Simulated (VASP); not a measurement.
## LiZn: single point with LDA

The system is LiZn.

```
CELL_PARAMETERS angstrom
0.00000 3.17202 3.17202
3.17202 0.00000 3.17202
3.17202 3.17202 0.00000
ATOMIC_POSITIONS crystal
Li 0.50000 0.50000 0.50000
Li 0.75000 0.75000 0.75000
Zn 0.00000 0.00000 0.00000
Zn 0.25000 0.25000 0.25000
```

- Program: VASP 6.6.1
- Task: single point
- Functional: LDA
- Potentials or basis: VASP PAW LDA potentials, release 64 (Li_sv, Zn)
- Cutoff: 520 eV
- k mesh: 9 × 9 × 9
- Occupations: fermi-dirac, width 0.08 eV
- Spin: no spin polarisation
- Dipole correction: no
- Further INCAR settings: ALGO = Normal; EDIFF = 1e-06; NBANDS = 23

```yaml
Band_gap_on_the_k_mesh: zero (bands 15 and 16 overlap by 4.29 eV)
```

Levels at points of the mesh, in eV from the Fermi level:
```tsv
k point	band 13	band 14	band 15	band 16	band 17	band 18
(0.00, 0.00, 0.00)	-6.76	3.25	3.25	3.25	3.38	3.38
```

Wall time 46 s on 1 thread of Intel(R) Xeon(R) Platinum 8375C CPU @ 2.90GHz (Ice Lake) (shared host), peak memory 0.19 GiB.
